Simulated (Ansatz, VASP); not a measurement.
## Two plane-wave programs on SiC

File POSCAR:

```
SiC
1.0
    2.8313545881      0.0000000000      0.0000000000
   -1.4156772940      2.4520250004      0.0000000000
    0.0000000000      0.0000000000     10.8829106734
Si C
4 4
Direct
    0.6666666667      0.3333333333      0.9378376197
    0.3333333333      0.6666666667      0.4378376197
    0.0000000000      0.0000000000      0.6878931817
    0.0000000000      0.0000000000      0.1878931817
    0.6666666667      0.3333333333      0.7498040034
    0.3333333333      0.6666666667      0.2498040034
    0.0000000000      0.0000000000      0.5004641952
    0.0000000000      0.0000000000      0.0004641952
```

The input INCAR.step1:

```
  ALGO = Normal
  EDIFF = 1E-4
  ENCUT = 520
  GGA = PE
  ISMEAR = 0
  LASPH = True
  LCHARG = False
  LREAL = False
  LWAVE = True
  NBANDS = 26
  NELM = 80
  PREC = Accurate
  SIGMA = 0.05
```

The input INCAR.step2:

```
  ALGO = Normal
  EDIFF = 1E-6
  ENCUT = 520
  ISIF = 2
  ISMEAR = 0
  ISTART = 1
  LASPH = True
  LCHARG = False
  LMIXTAU = True
  LREAL = False
  LWAVE = False
  METAGGA = R2SCAN
  NBANDS = 26
  NELM = 80
  PREC = Accurate
  SIGMA = 0.05
```

KPOINTS

```
k-points
0
Gamma
  12 12 4
```

Input for Ansatz:

```yaml
crystal:
  lattice:
    - [2.8313545881, 0.0, 0.0]
    - [-1.415677294, 2.4520250004, 0.0]
    - [0.0, 0.0, 10.8829106734]
  atoms:
    - { symbol: Si, position: [0.6666666667, 0.3333333333, 0.9378376197] }
    - { symbol: Si, position: [0.3333333333, 0.6666666667, 0.4378376197] }
    - { symbol: Si, position: [0.0, 0.0, 0.6878931817] }
    - { symbol: Si, position: [0.0, 0.0, 0.1878931817] }
    - { symbol: C, position: [0.6666666667, 0.3333333333, 0.7498040034] }
    - { symbol: C, position: [0.3333333333, 0.6666666667, 0.2498040034] }
    - { symbol: C, position: [0.0, 0.0, 0.5004641952] }
    - { symbol: C, position: [0.0, 0.0, 0.0004641952] }
basis:
  ecutwfc: 500
kpoints:
  mp_grid: { grid: [12, 12, 4] }
hamiltonian:
  xc: r2scan
scf:
  occupations: { method: gaussian, width: 0.05 }
output:
  forces: true
  stress: true
  eigenvalues: true
```

Change from the starting cell: strain -0.080 along x and y, +0.080 along z, atoms carried along.

Alike in both runs: task single point; functional r2SCAN; k mesh 12 × 12 × 4; occupations gaussian, width 0.05 eV; no spin polarisation.

```csv
,VASP,Ansatz
version,VASP 6.6.1,Ansatz 0.2.0
potentials or method,"VASP PAW PBE potentials, release 64 (Si, C), cutoff 520 eV","scalar-relativistic, plane waves, PAW"
valence electrons in the cell,32,32
```

```tsv
	VASP	Ansatz	Ansatz less VASP
gap on the k mesh at the Fermi level (eV)	1.46	1.45	-0.007
least direct gap on the mesh (eV)	3.07	3.06	-0.002
pressure (GPa)	33.2	33.5	+0.26
traceless stress, the component that is largest in VASP (GPa)	-69.59	-69.19	+0.410
rms of the force components (eV/Å)	0.673	0.682	+0.0093
```

VASP's potentials were made for PBE, not for r2SCAN. Atom by atom the forces differ by 0.009 eV/Å (rms over components). Both programs put the cell under a high pressure, so it lies far from rest at this level. With one functional, cell and mesh, what is left measures potentials, basis and numerics.
